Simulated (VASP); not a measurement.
Here is a VASP 6.6.1 calculation.

File INCAR:

```
SYSTEM = Nb
PREC = Accurate
ENCUT = 520
EDIFF = 1E-6
ISMEAR = -1
SIGMA = 0.1
LREAL = .FALSE.
LASPH = .TRUE.
NELM = 100
ALGO = Normal
ISIF = 2
LWAVE = .FALSE.
LCHARG = .TRUE.
GGA = PE
LELF = .TRUE.
LVHAR = .TRUE.
NBANDS = 20
```

Contents of KPOINTS:

```
regular mesh
0
G
  10 10 10
  0 0 0
```

The input POSCAR:

```
Nb
1.0
    0.0000000000      2.8346253656      2.8346253656
    2.8346253656      0.0000000000      2.8346253656
    2.8346253656      2.8346253656      0.0000000000
Nb
2
Direct
    0.1250000000      0.1250000000      0.1250000000
    0.8750000000      0.8750000000      0.8750000000
```

Potentials or basis: VASP PAW PBE potentials, release 64 (Nb_sv).

Launch:

```sh
$ cat potpaw_PBE.64/Nb_sv/POTCAR > POTCAR
$ mpirun -np 1 vasp_std > vasp.out
```

Q: Estimate the band gap on the k mesh.

A: Zero (band 13 reaches 8.86 eV, above the bottom of band 14 at 7.12 eV).

Q: Estimate the pressure.

A: 10.9 GPa.
